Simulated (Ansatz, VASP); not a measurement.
# BP in VASP and in Ansatz

```
P B
1.0
     0.00000    2.27751    2.27751
     2.27751    0.00000    2.27751
     2.27751    2.27751    0.00000
P B
1 1
Direct
  0.25000 0.25000 0.25000
  0.00000 0.00000 0.00000
```

Alike in both runs: task single point; functional PBE; k mesh 10 × 10 × 10; occupations gaussian, width 0.0252 eV; no spin polarisation.

|  | VASP | Ansatz |
| --- | --- | --- |
| version | VASP 6.6.1 | Ansatz 0.2.0 |
| potentials or method | VASP PAW PBE potentials, release 64 (P, B), cutoff 500 eV | PAW plane waves |
| valence electrons in the cell | 8 | 8 |

```csv
,VASP,Ansatz,Ansatz less VASP
gap on the k mesh at the Fermi level (eV),1.25,1.26,+0.004
pressure (GPa),-0.9,-0.7,+0.22
```
